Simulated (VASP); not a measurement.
CoSi: single point with PBE

CoSi:

```
Co Si
1.0
     4.43085    0.00000    0.00000
     0.00000    4.43085    0.00000
     0.00000    0.00000    4.29792
Co Si
4 4
Direct
  0.14502 0.14502 0.14502
  0.35498 0.85498 0.64502
  0.64502 0.35498 0.85498
  0.85498 0.64502 0.35498
  0.84316 0.84316 0.84316
  0.65684 0.15684 0.34316
  0.34316 0.65684 0.15684
  0.15684 0.34316 0.65684
```

This cell differs from its parent crystal: strain +0.000 along x and y, -0.030 along z.

```json
{"Program": "VASP 6.6.1", "Task": "single point", "Functional": "PBE", "Potentials or basis": "VASP PAW PBE potentials, release 64 (Co, Si)", "Cutoff": "520 eV", "k mesh": "10 × 10 × 10", "Occupations": "gaussian, width 0.15 eV", "Spin": "no spin polarisation"}
```

| Item | Value |
| --- | --- |
| Pressure | 7.3 GPa |
| Largest force | 0.092 eV/Å |
| Band gap on the k mesh | zero (bands 26 and 27 overlap by 0.23 eV) |

Forces in eV/Å, atoms in the order of the input:
```
Co   0.002  0.018  0.090
Co  -0.002 -0.018  0.090
Co   0.002 -0.018 -0.090
Co  -0.002  0.018 -0.090
Si  -0.010  0.035  0.071
Si   0.010 -0.035  0.071
Si  -0.010 -0.035 -0.071
Si   0.010  0.035 -0.071
```

Stress tensor (GPa, compression positive):
```
 4.49  0.00  0.00
 0.00  4.62  0.00
 0.00  0.00 12.72
```

Levels at points of the mesh, in eV from the Fermi level:
```
           k point  band 22  band 23  band 24  band 25  band 26  band 27  band 28  band 29  band 30  band 31
(0.00, 0.00, 0.00)    -0.88    -0.88    -0.83    -0.07    -0.04    -0.03     2.57     2.59     2.61     2.86
(0.50, 0.00, 0.00)    -1.10    -0.69    -0.69    -0.54    -0.54     0.94     0.94     1.66     1.66     4.41
(0.00, 0.50, 0.00)    -1.14    -0.69    -0.69    -0.53    -0.53     1.08     1.08     1.51     1.51     4.37
(0.50, 0.50, 0.00)    -1.62    -1.02    -1.02    -0.06    -0.06     0.66     0.66     2.17     2.17     2.81
(0.00, 0.00, 0.50)    -1.15    -0.77    -0.77    -0.55    -0.55     0.98     0.98     1.49     1.49     4.22
(0.50, 0.00, 0.50)    -1.62    -1.11    -1.11    -0.08    -0.08     0.54     0.54     2.05     2.05     2.48
(0.00, 0.50, 0.50)    -1.52    -1.12    -1.12    -0.09    -0.09     0.55     0.55     2.03     2.03     2.44
(0.50, 0.50, 0.50)    -1.31    -1.31    -1.31    -0.27    -0.27    -0.27    -0.27     5.48     5.48     5.48
```

Run time: 23 min on 1 thread of Oxide Virtual Turin-like Processor, on a shared host, peak memory 0.53 GiB.

Caveat: the cell differs from its parent crystal (strain +0.000 along x and y, -0.030 along z); the stress differs along the axes, from 4 to 13 GPa. Spin polarisation is off, so any magnetic state and its effect on volume and gap are missing.
